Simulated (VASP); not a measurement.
Input of a VASP 6.6.1 run:

Contents of INCAR:

```
PREC = Accurate ; ENCUT = 520
EDIFF = 1E-6 ; ISMEAR = -1
SIGMA = 0.05 ; LREAL = F
LASPH = T ; NELM = 80
ALGO = Normal ; ISIF = 2
LWAVE = F ; LCHARG = T
GGA = PS ; LELF = T
LVHAR = T ; NBANDS = 54
```

Contents of KPOINTS:

```
Automatic mesh
0
Gamma
  1 1 1
```

The input POSCAR:

```
Cl
1.0
    7.3986360000      0.0000000000      0.0000000000
    0.0000000000      7.3986360000      0.0000000000
    0.0000000000      0.0000000000      7.3986360000
Cl
12
Direct
    0.0971260108      0.2168642977     -0.0778792199
    0.2285691579      0.4336745314     -0.1525551467
    0.7836579607      0.9263329078      0.8370867279
    0.9443767743      0.6836800729      0.8325994143
    0.4308632024      0.0766762955      0.3516188660
    0.2942028774     -0.1002346919      0.2022399805
    0.9574062030      0.6733132972      0.4824402768
    0.9673945306      0.6593512642      0.1919137528
    0.4011955717      0.4533943824      0.3941807652
    0.4349450358      0.6744486416      0.5579812279
    0.5705511124      0.2088898548      0.8364785077
    0.7229305510      0.4377158168      0.8222596706
```

Potentials or basis: VASP PAW PBE potentials, release 64 (Cl).

Command:

```console
$ cat potpaw_PBE.64/Cl/POTCAR > POTCAR
$ mpirun -np 1 vasp_gam > vasp.out
```

Predict the largest force.

0.755 eV/Å.

Estimate the band gap on the k mesh.

2.04 eV.

Predict the pressure.

-0.2 GPa.

Stress tensor (GPa, compression positive):
```
 0.83  0.61  0.00
 0.61  0.59 -0.29
 0.00 -0.29 -2.04
```

Caveat: the k points lie up to 0.85 Å⁻¹ apart; the PAW data sets were made with another functional, which shifts forces and pressure a little.
